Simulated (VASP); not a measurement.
Here is a VASP 6.6.1 calculation.

The input POSCAR:

```
Hf
1.0
    0.0000000000      2.1312000000      2.0424000000
    2.1312000000      0.0000000000      2.0424000000
    2.1312000000      2.1312000000      0.0000000000
Hf
1
Direct
    0.0000000000      0.0000000000      0.0000000000
```

The input INCAR.step1:

```
  ALGO = Normal
  EDIFF = 1E-4
  ENCUT = 520
  GGA = PE
  ISMEAR = 0
  LASPH = T
  LCHARG = F
  LREAL = F
  LWAVE = T
  NBANDS = 11
  NELM = 100
  PREC = Accurate
  SIGMA = 0.15
```

Contents of INCAR.step2:

```
  ALGO = Normal
  EDIFF = 1E-6
  ENCUT = 520
  ISIF = 2
  ISMEAR = 0
  ISTART = 1
  LASPH = T
  LCHARG = F
  LMIXTAU = T
  LREAL = F
  LWAVE = F
  METAGGA = R2SCAN
  NBANDS = 11
  NELM = 100
  PREC = Accurate
  SIGMA = 0.15
```

Contents of KPOINTS:

```
k-points
0
Gamma
  18 18 18
```

Potentials or basis: VASP PAW PBE potentials, release 64 (Hf_pv).

Launch:

```sh
$ cat potpaw_PBE.64/Hf_pv/POTCAR > POTCAR
$ cp INCAR.step1 INCAR
$ mpirun -np 1 vasp_std > vasp.out
$ cp INCAR.step2 INCAR
$ mpirun -np 1 vasp_std > vasp.out
```

(1) Estimate the pressure.

(2) What does it give for the band gap on the k mesh?

Answers

(1) 25.9 GPa.

(2) zero (bands 5 and 6 overlap by 2.45 eV).

Caveat: the cell differs from its parent crystal (strain -0.040 along x and y, -0.080 along z); the cell stands under pressure; the PAW data sets were made with another functional, which shifts forces and pressure a little; spin-orbit coupling is left out, which moves the levels of the heavy elements.
